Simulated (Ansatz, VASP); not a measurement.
# Sr3O: VASP beside Ansatz

```
Sr O
1.0
     5.24914    0.00000    0.00000
     0.00000    5.24914    0.00000
     0.00000    0.00000    5.24914
Sr O
3 1
Direct
  0.00000 0.50000 0.50000
  0.50000 0.00000 0.50000
  0.50000 0.50000 0.00000
  0.00000 0.00000 0.00000
```

Alike in both runs: functional PBE; k mesh 10 × 10 × 10; occupations gaussian, width 0.1 eV; no spin polarisation.

Ansatz relaxed the structure, and its values are those at the end. VASP's run is a single point on that final structure, the one shown.

```csv
,VASP,Ansatz
version,VASP 6.6.1,Ansatz 0.2.0
potentials or method,"VASP PAW PBE potentials, release 64 (Sr_sv, O), cutoff 520 eV","scalar-relativistic, plane waves, PAW"
valence electrons in the cell,36,36
```

```tsv
	VASP	Ansatz	Ansatz less VASP
gap on the k mesh at the Fermi level (eV)	none	none	-
pressure (GPa)	0.0	0.0	-0.02
```

A gap of «none» marks a metal or a gap that the smearing closes. With one functional, cell and mesh, what is left measures potentials, basis and numerics.
